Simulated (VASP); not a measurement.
Crystal: C.

```
CELL_PARAMETERS angstrom
0.00000 1.78913 1.78913
1.78913 0.00000 1.78913
1.78913 1.78913 0.00000
ATOMIC_POSITIONS crystal
C 0.50000 0.50000 0.50000
C 0.75000 0.75000 0.75000
```

This cell differs from its parent crystal: volume scaled by 1.04.

Base run:

| Quantity | Value |
| --- | --- |
| Program | VASP 6.6.1 |
| Functional | LDA |
| Potentials or basis | VASP PAW LDA potentials, release 64 (C) |
| Cutoff | 520 eV |
| k mesh | 13 × 13 × 13 |
| Occupations | fermi-dirac, width 0.05 eV |
| Spin | no spin polarisation |

Its results: band gap on the k mesh 4.09 eV, indirect (least direct gap 5.52 eV); pressure -15.7 GPa.

Question: The run is repeated on the same cell with these changes: potentials or basis from VASP PAW LDA potentials, release 64 (C) to VASP PAW LDA potentials, release 64 (C_h); cutoff from 520 eV to 910 eV. What comes out?

Answer: Band gap on the k mesh 4.09 eV, indirect (least direct gap 5.52 eV); pressure -16.5 GPa.

Caveats: the cutoff is under 1.25 times the usual one of these potentials, so pressure, stress and relaxed cells hold a basis-set (Pulay) error (some runs).

A k mesh can miss the band edges.
